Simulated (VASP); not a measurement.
CaO:

```
CELL_PARAMETERS angstrom
0.00000 2.41506 2.41506
2.41506 0.00000 2.41506
2.41506 2.41506 0.00000
ATOMIC_POSITIONS crystal
Ca 0.00000 0.00000 0.00000
O 0.50000 0.50000 0.50000
```

```yaml
Program: VASP 6.6.1
Task: relaxation of cell and atoms
Functional: PBEsol
Potentials_or_basis: VASP PAW PBE potentials, release 64 (Ca_sv, O)
Cutoff: 600 eV
k_mesh: 8 × 8 × 8
Occupations: gaussian, width 0.02 eV
Spin: no spin polarisation
```

At the start: pressure -3.7 GPa; volume 14.09 Å³/atom.

How do energy, volume and symmetry change on relaxing?

Over 3 steps the energy falls by 5.7 meV/atom and the volume is 13.61 Å³/atom (-3.4 %); space group Fm-3m (No. 225, to 0.1 Å) before and after.

Step by step:
```csv
step,energy change (eV),largest force (eV/Å),pressure (GPa),volume (Å³)
1,0.0000,0.0000,-3.69,28.17
2,-0.0098,0.0000,1.51,26.87
3,-0.0114,0.0000,0.00,27.21
```

Final structure:
```
Ca O
1.0
     0.00000    2.38729    2.38729
     2.38729    0.00000    2.38729
     2.38729    2.38729    0.00000
Ca O
1 1
Cartesian
  0.0000 0.0000 0.0000
  2.3873 2.3873 2.3873
```

Caveat: the PAW data sets were made with another functional, which shifts forces and pressure a little.
